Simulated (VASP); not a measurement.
Input of a VASP 6.6.1 run:

The input INCAR:

```
PREC = Accurate ; ENCUT = 520
EDIFF = 1E-6 ; ISMEAR = -1
SIGMA = 0.05 ; LREAL = False
LASPH = True ; NELM = 100
ALGO = Normal ; ISIF = 2
LWAVE = False ; LCHARG = True
GGA = B5 ; ALDAX = 1.0
AGGAX = 1.0 ; AGGAC = 1.0
ALDAC = 0.0 ; LELF = True
LVHAR = True ; NBANDS = 15
```

KPOINTS

```
regular mesh
0
Gamma
  10 10 10
```

File POSCAR:

```
CaO
1.0
    0.0000000000      2.4353685264      2.4353685264
    2.4353685264      0.0000000000      2.4353685264
    2.4353685264      2.4353685264      0.0000000000
Ca O
1 1
Direct
    0.0000000000      0.0000000000      0.0000000000
    0.5000000000      0.5000000000      0.5000000000
```

Potentials or basis: VASP PAW PBE potentials, release 64 (Ca_sv, O).

Command:

```sh
$ cat potpaw_PBE.64/Ca_sv/POTCAR potpaw_PBE.64/O/POTCAR > POTCAR
$ mpirun -np 1 vasp_std > vasp.out
```

(1) What does it give for the band gap on the k mesh?

(2) What does it give for the pressure?

## Answers

(1) 3.73 eV (least direct gap 4.11 eV).

(2) 0.5 GPa.

Caveat: the PAW data sets were made with another functional, which shifts forces and pressure a little.
